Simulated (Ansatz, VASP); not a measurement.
**K in VASP and in Ansatz**

```
K
1.0
     0.00000    3.39187    3.39187
     3.39187    0.00000    3.39187
     3.39187    3.39187    0.00000
K
1
Direct
  0.00000 0.00000 0.00000
```

Alike in both runs: task relaxation of cell and atoms; functional r2SCAN; dispersion D3(BJ); k mesh 7 × 7 × 7; occupations fermi-dirac, width 0.05 eV; no spin polarisation.

|  | VASP | Ansatz |
| --- | --- | --- |
| version | VASP 6.6.1 | Ansatz 0.2.0 |
| potentials or method | VASP PAW PBE potentials, release 64 (K_sv) | Ansatz PAW |
| plane-wave cutoff (eV) | 600 | 500 |
| valence electrons in the cell | 9 | 9 |

VASP gave:

```
gap on the k mesh at the Fermi level, each at its own relaxed structure (eV) : none
relaxed volume (Å³/atom)                                                     : 74.39
relaxed cell length with the largest relative difference (Å)                 : 4.721
```

Q: What did Ansatz give for the same quantities?

A: gap on the k mesh at the Fermi level, each at its own relaxed structure (eV): none; relaxed volume (Å³/atom): 73.97; relaxed cell length with the largest relative difference (Å): 4.712.

VASP's potentials were made for PBE, not for r2SCAN. A gap of «none» marks a metal or a gap that the smearing closes.

Noted on Ansatz's run: the plane-wave basis is chosen anew once the cell has moved, so the energies of steps on either side of that aren't comparable.
